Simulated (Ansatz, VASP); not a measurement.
# W2N in VASP and in Ansatz

```xyz
9
Lattice="2.9426 0.0000 0.0000 -1.4713 2.5484 0.0000 0.0000 0.0000 17.0154" Properties=species:S:1:pos:R:3 pbc="T T T"
W     0.0000    0.0000    1.2920
W     0.0000    0.0000   15.7234
W     0.0000    1.6989    4.4668
W     1.4713    0.8495   12.5486
W     0.0000    1.6989    7.1057
W     1.4713    0.8495    9.9096
N     0.0000    0.0000    8.5077
N     0.0000    1.6989    2.5639
N     1.4713    0.8495   14.4514
```

Change from the starting cell: strain +0.050 along x and y, -0.025 along z, atoms carried along.

Alike in both runs: task single point; functional PBEsol; k mesh 18 × 18 × 4; occupations gaussian, width 0.15 eV; no spin polarisation.

```csv
,VASP,Ansatz
version,VASP 6.6.1,Ansatz 0.2.0
potentials or method,"VASP PAW PBE potentials, release 64 (W_sv, N), cutoff 520 eV","scalar-relativistic, plane waves, PAW"
valence electrons in the cell,99,99
```

|  | VASP | Ansatz | Ansatz less VASP |
| --- | --- | --- | --- |
| gap on the k mesh at the Fermi level (eV) | none | none | - |
| pressure (GPa) | -14.3 | -15.1 | -0.82 |
| traceless stress, the component that is largest in VASP (GPa) | 13.87 | 13.39 | -0.476 |
| rms of the force components (eV/Å) | 0.650 | 0.650 | +0.0003 |

VASP's potentials were made for PBE, not for PBEsol. Atom by atom the forces differ by 0.035 eV/Å (rms over components). A gap of «none» marks a metal or a gap that the smearing closes.

Spin-orbit coupling is off throughout.
